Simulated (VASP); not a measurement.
# Mg5CdS6 (P-3m1) in VASP: single point with PBE

Aim: the single point of Mg5CdS6 with PBE.

All numbers are computed with VASP 6.6.1; they aren't measurements. Logs are shortened: lines on timing, memory, paths and dates and some standing lists are left out, and cuts for length are marked.

**1. The cell of the first run**

The structure is trigonal, space group P-3m1 (No. 164). Conventional cell: a = 3.730 Å, b = 3.730 Å, c = 18.310 Å, α = 90.00°, β = 90.00°, γ = 120.00°. Mg (site symmetry 3m) has 6 S at 2.63 Å within 3.5 Å. Mg (site symmetry -3m) has 6 S at 2.63 Å within 3.5 Å. Within 3.5 Å of Mg (site symmetry 3m) lie 6 S at 2.62 to 2.63 Å. Within 3.9 Å of Cd (site symmetry -3m) lie 6 S at 2.72 Å and 6 Cd at 3.73 Å and 6 Mg at 3.81 Å. S (site symmetry 3m) has 6 Mg at 2.63 Å within 3.5 Å. Within 3.5 Å of S (site symmetry 3m) lie 6 Mg at 2.63 Å. S (site symmetry 3m) has 3 Mg at 2.62 Å and 3 Cd at 2.72 Å within 3.5 Å.

**2. Single point, PBE**

The input, INCAR:

```
SYSTEM = Mg5CdS6
PREC = Accurate
ENCUT = 520
EDIFF = 1E-7
ISMEAR = 0
SIGMA = 0.02
LREAL = .False.
LASPH = .True.
NELM = 80
ALGO = Normal
ISIF = 2
LWAVE = .False.
LCHARG = .False.
GGA = PE
NBANDS = 41
```

The input, KPOINTS:

```
Automatic mesh
0
Gamma
  12 12 2
  0 0 0
```

The input, POSCAR:

```
Mg5CdS6
1.0
    3.7300173356      0.0000000289      0.0000000000
   -1.8650086928      3.2302897547      0.0000000000
    0.0000000000      0.0000000000     18.3097259000
Mg Cd S
5 1 6
Direct
    0.3333333333      0.6666666667      0.8358860000
    0.0000000000      0.0000000000      0.0000000000
    0.6666666667      0.3333333333      0.1641140000
    0.3333333333      0.6666666667      0.3283510000
    0.6666666667      0.3333333333      0.6716490000
    0.0000000000      0.0000000000      0.5000000000
    0.6666666667      0.3333333333      0.9179580000
    0.3333333333      0.6666666667      0.0820420000
    0.0000000000      0.0000000000      0.2461610000
    0.6666666667      0.3333333333      0.4095360000
    0.3333333333      0.6666666667      0.5904640000
    0.0000000000      0.0000000000      0.7538390000
```

Potentials or basis: VASP PAW PBE potentials, release 64 (Mg, Cd, S).

On the command line:

```console
> cat potpaw_PBE.64/Mg/POTCAR potpaw_PBE.64/Cd/POTCAR potpaw_PBE.64/S/POTCAR > POTCAR
> mpirun -np 1 vasp_std > vasp.out
```

OUTCAR:

```text
SYSTEM = Mg5CdS6
   PREC = Accurate
   ENCUT = 520
   EDIFF = 1E-7
   ISMEAR = 0
   LREAL = .False.
   LASPH = .True.
   NELM = 80
   ISIF = 2
   GGA = PE

 ion  position               nearest neighbor table
   1  0.333  0.667  0.836-  12 2.63  12 2.63  12 2.63   7 2.63   7 2.63   7 2.63
   2  0.000  0.000  0.000-   7 2.63   8 2.63   8 2.63   7 2.63   7 2.63   8 2.63
   3  0.667  0.333  0.164-   9 2.63   9 2.63   9 2.63   8 2.63   8 2.63   8 2.63
   4  0.333  0.667  0.328-  10 2.62  10 2.62  10 2.62   9 2.63   9 2.63   9 2.63
   5  0.667  0.333  0.672-  11 2.62  11 2.62  11 2.62  12 2.63  12 2.63  12 2.63
   6  0.000  0.000  0.500-  10 2.72  11 2.72  11 2.72  10 2.72  10 2.72  11 2.72
   7  0.667  0.333  0.918-   2 2.63   2 2.63   2 2.63   1 2.63   1 2.63   1 2.63
   8  0.333  0.667  0.082-   2 2.63   2 2.63   2 2.63   3 2.63   3 2.63   3 2.63
   9  0.000  0.000  0.246-   3 2.63   3 2.63   3 2.63   4 2.63   4 2.63   4 2.63
  10  0.667  0.333  0.410-   4 2.62   4 2.62   4 2.62   6 2.72   6 2.72   6 2.72
  11  0.333  0.667  0.590-   5 2.62   5 2.62   5 2.62   6 2.72   6 2.72   6 2.72
  12  0.000  0.000  0.754-   1 2.63   1 2.63   1 2.63   5 2.63   5 2.63   5 2.63

  LATTYP: Found a hexagonal cell.
 ALAT       =     3.7300173356
 C/A-ratio  =     4.9087508858

  Lattice vectors:

 A1 = (   3.7300173356,   0.0000000289,   0.0000000000)
 A2 = (  -1.8650086928,   3.2302897547,   0.0000000000)
 A3 = (   0.0000000000,   0.0000000000,  18.3097259000)

Analysis of symmetry for initial positions (statically):
=====================================================================
 Subroutine PRICEL returns:
 Original cell was already a primitive cell.

 Routine SETGRP: Setting up the symmetry group for a
 hexagonal supercell.

 Subroutine GETGRP returns: Found 12 space group operations
 (whereof 12 operations were pure point group operations)
 out of a pool of 24 trial point group operations.

The static configuration has the point symmetry D_3d.

Analysis of symmetry for dynamics (positions and initial velocities):
=====================================================================
 Subroutine PRICEL returns:
 Original cell was already a primitive cell.

 Routine SETGRP: Setting up the symmetry group for a
 hexagonal supercell.

 Subroutine GETGRP returns: Found 12 space group operations
 (whereof 12 operations were pure point group operations)
 out of a pool of 24 trial point group operations.

The dynamic configuration has the point symmetry D_3d.

 Subroutine INISYM returns: Found 12 space group operations
 (whereof 12 operations are pure point group operations),
 and found     1 'primitive' translations

----------------------------------------------------------------------------------------

                                     Primitive cell

  volume of cell :     220.6146

  direct lattice vectors                    reciprocal lattice vectors
     3.730017336  0.000000029  0.000000000     0.268095268  0.154784878  0.000000000
    -1.865008693  3.230289755  0.000000000    -0.000000002  0.309569751  0.000000000
     0.000000000  0.000000000 18.309725900     0.000000000  0.000000000  0.054615782

  length of vectors
     3.730017336  3.730017336 18.309725900     0.309569751  0.309569751  0.054615782

  position of ions in fractional coordinates (direct lattice)
     0.333333333  0.666666667  0.835886000
     0.000000000  0.000000000  0.000000000
     0.666666667  0.333333333  0.164114000
     0.333333333  0.666666667  0.328351000
     0.666666667  0.333333333  0.671649000
     0.000000000  0.000000000  0.500000000
     0.666666667  0.333333333  0.917958000
     0.333333333  0.666666667  0.082042000
     0.000000000  0.000000000  0.246161000
     0.666666667  0.333333333  0.409536000
     0.333333333  0.666666667  0.590464000
     0.000000000  0.000000000  0.753839000

  ion indices of the primitive-cell ions
   primitive index   ion index
                 1           1
                 2           2
                 3           3
                 4           4
                 5           5
                 6           6
                 7           7
                 8           8
                 9           9
                10          10
                11          11
                12          12

----------------------------------------------------------------------------------------

 KPOINTS: Automatic mesh

Automatic generation of k-mesh.
 Grid dimensions read from file:
 generate k-points for:   12   12    2

 Generating k-lattice:

  Cartesian coordinates                     Fractional coordinates (reciprocal lattice)
     0.022341272  0.012898740  0.000000000     0.083333333 -0.000000000  0.000000000
    -0.000000000  0.025797479  0.000000000    -0.000000000  0.083333333  0.000000000
     0.000000000  0.000000000  0.027307891     0.000000000  0.000000000  0.500000000

  Length of vectors
     0.025797479  0.025797479  0.027307891

  Shift w.r.t. Gamma in fractional coordinates (k-lattice)
     0.000000000  0.000000000  0.000000000

 Subroutine IBZKPT returns following result:
 ===========================================

 Found     38 irreducible k-points:

 Following reciprocal coordinates:
            Coordinates               Weight
  0.000000  0.000000  0.000000      1.000000
  0.083333  0.000000  0.000000      6.000000
  0.166667  0.000000  0.000000      6.000000
  0.250000  0.000000  0.000000      6.000000
  0.333333 -0.000000  0.000000      6.000000
  0.416667 -0.000000  0.000000      6.000000
[... 16 lines left out ...]
  0.250000  0.000000  0.500000      6.000000
  0.333333 -0.000000  0.500000      6.000000
 [... further k-points ...]
   k-points           NKPTS =     38   k-points in BZ     NKDIM =     38   number of bands    NBANDS=     41
   number of dos      NEDOS =    301   number of ions     NIONS =     12
   total plane-waves  NPLWV = 109760
   dimension x,y,z NGX =    28 NGY =   28 NGZ =  140
   dimension x,y,z NGXF=    56 NGYF=   56 NGZF=  280
   ions per type =               5   1   6
   NGX,Y,Z   is equivalent  to a cutoff of  12.48, 12.48, 12.71 a.u.
   NGXF,Y,Z  is equivalent  to a cutoff of  24.96, 24.96, 25.42 a.u.
 SYSTEM =  Mg5CdS6
   PREC   = accura    normal or accurate (medium, high low for compatibility)
   ISTART =      0    job   : 0-new  1-cont  2-samecut
   ICHARG =      2    charge: 1-file 2-atom 10-const
   ISPIN  =      1    spin polarized calculation?
   LNONCOLLINEAR =      F non collinear calculations
   LSORBIT =      F    spin-orbit coupling
   LASPH  =      T    aspherical Exc in radial PAW
   ENCUT  =  520.0 eV  38.22 Ry    6.18 a.u.   6.94  6.94 34.04*2*pi/ulx,y,z
   NELM   =     80;   NELMIN=  2; NELMDL= -5     # of ELM steps
   EDIFF  = 0.1E-06   stopping-criterion for ELM
   LREAL  =      F    real-space projection
   EDIFFG = 0.1E-05   stopping-criterion for IOM
   NSW    =      0    number of steps for IOM
   IBRION =     -1    ionic relax: 0-MD 1-quasi-New 2-CG
   NFREE  =      0    steps in history (QN), initial steepest desc. (CG)
   ISIF   =      2    stress and relaxation
   ISYM   =      2    0-nonsym 1-usesym 2-fastsym
   POTIM  = 0.5000    time-step for ionic-motion
   TEBEG  =    0.0;   TEEND  =   0.0 temperature during run
   PSTRESS=    0.0 pullay stress
   NELECT =      58.0000    total number of electrons
   NUPDOWN=      -1.0000    fix difference up-down
   EMIN   =  10.00;   EMAX   =-10.00  energy-range for DOS
   EFERMI =   0.00;   METHOD = LEGACY
   ISMEAR =     0;   SIGMA  =   0.02  broadening in eV -4-tet -1-fermi 0-gaus
   EFERMI_NEDOS =   21; number of points for ismear=-14 and -15
   IALGO  =     38    algorithm
   IMIX   =      4    mixing-type and parameters
     AMIX     =   0.40;   BMIX     =  1.00
     AMIX_MAG =   1.60;   BMIX_MAG =  1.00
  volume/ion in A,a.u.               =      18.38       124.07
  Fermi-wavevector in a.u.,A,eV,Ry     =   1.048752  1.981854 14.964784  1.099881
  Thomas-Fermi vector in A             =   2.183686
   LORBIT       =      0    0 simple, 1 ext, 2 COOP (PROOUT), +10 PAW based schemes
   GGA     = PE    functional components
   LHFCALC =     F    Hartree Fock is set to
   AEXX    =    0.0000 exact exchange contribution
   IVDW    =     0    specifies the selected vdW correction
   LEPSILON=     F    determine dielectric tensor
   LRPA    =     F    only Hartree local field effects (RPA)
 non-spin polarized calculation
 Gauss-broadening in eV      SIGMA  =   0.02
  energy-cutoff  :      520.00
  volume of cell :      220.61
 maximum number of plane-waves:      5970
 NGX is ok and might be reduce to    28
   NGX = 13   NGY = 13   NGZ = 69

 number of electron      58.0000000 magnetization

 Free energy of the ion-electron system (eV)
  ---------------------------------------------------
  ext. energy  EPLUGINS =         0.00000000
  ---------------------------------------------------
  free energy    TOTEN  =       -48.27505131 eV

  energy without entropy =      -48.27505131  energy(sigma->0) =      -48.27505131

 E-fermi :   3.6532     XC(G=0):  -9.7538

 val. band max:        3.5218756123   @ k =   0.0000   0.0000   0.5000
 cond. band min:       5.4304458206   @ k =   0.5000   0.0000   0.0000
 fundamental gap:      1.9085702082
 Fermi energy:         3.6532049842

 k-point     1 :       0.0000    0.0000    0.0000
  band No.  band energies     occupation
      1      -9.1642      2.00000
      2      -8.9145      2.00000
      3      -8.9107      2.00000
      4      -8.3394      2.00000
      5      -8.2786      2.00000
      6      -7.9189      2.00000
[... 1045 lines left out ...]
     40      10.5650      0.00000
     41      10.6428      0.00000

 [... further k-points ...]

------------------------ aborting loop because EDIFF is reached ----------------------------------------

  FORCE on cell =-STRESS in cart. coord.  units (eV):
  Direction    XX          YY          ZZ          XY          YZ          ZX
  --------------------------------------------------------------------------------------
  -------------------------------------------------------------------------------------
  Total       -0.2143426     -0.2143426     -0.2560531     -0.0000000     -0.0000000      0.0000000
  in kB       -1.5566284     -1.5566284     -1.8595440     -0.0000000     -0.0000000      0.0000000
  external PRESSURE =      -1.6576003 kB  Pullay stress =       0.0000000 kB

 VOLUME and BASIS-vectors are now :
 -----------------------------------------------------------------------------
  energy-cutoff  :      520.00
  volume of cell :      220.61
      direct lattice vectors                 reciprocal lattice vectors
     3.730017336  0.000000029  0.000000000     0.268095268  0.154784878  0.000000000
    -1.865008693  3.230289755  0.000000000    -0.000000002  0.309569751  0.000000000
     0.000000000  0.000000000 18.309725900     0.000000000  0.000000000  0.054615782

 POSITION                                       TOTAL-FORCE (eV/Angst)
 -----------------------------------------------------------------------------------
     -0.00000      2.15353     15.30484        -0.000000      0.000000     -0.003796
      0.00000      0.00000      0.00000         0.000000     -0.000000     -0.000000
      1.86501      1.07676      3.00488         0.000000     -0.000000      0.003796
     -0.00000      2.15353      6.01202        -0.000000      0.000000      0.001868
      1.86501      1.07676     12.29771        -0.000000     -0.000000     -0.001868
      0.00000      0.00000      9.15486         0.000000     -0.000000     -0.000000
      1.86501      1.07676     16.80756         0.000000     -0.000000     -0.001703
     -0.00000      2.15353      1.50217        -0.000000      0.000000      0.001703
      0.00000      0.00000      4.50714         0.000000     -0.000000      0.001647
      1.86501      1.07676      7.49849        -0.000000      0.000000     -0.048244
     -0.00000      2.15353     10.81123         0.000000     -0.000000      0.048244
      0.00000      0.00000     13.80259        -0.000000      0.000000     -0.001647
 -----------------------------------------------------------------------------------
    total drift:                               -0.000000     -0.000000      0.000000

  FREE ENERGIE OF THE ION-ELECTRON SYSTEM (eV)
  ---------------------------------------------------
  free  energy   TOTEN  =       -48.2750513069 eV

  energy  without entropy=      -48.2750513069  energy(sigma->0) =      -48.27505131
```

Wall time 6.3 min (1 thread of Oxide Virtual Turin-like, shared host); peak memory 0.47 GiB.

What came out:

| Quantity | Value |
| --- | --- |
| Free energy | -48.2751 eV |
| Pressure | -0.2 GPa |
| Largest force | 0.048 eV/Å |
| Band gap on the k mesh | 1.91 eV (least direct gap 2.34 eV) |

Forces on the atoms (eV/Å):
```
Mg   0.000  0.000 -0.004
Mg   0.000  0.000  0.000
Mg   0.000  0.000  0.004
Mg   0.000  0.000  0.002
Mg   0.000  0.000 -0.002
Cd   0.000  0.000  0.000
S    0.000  0.000 -0.002
S    0.000  0.000  0.002
S    0.000  0.000  0.002
S    0.000  0.000 -0.048
S    0.000  0.000  0.048
S    0.000  0.000 -0.002
```

A k mesh can miss the band edges.
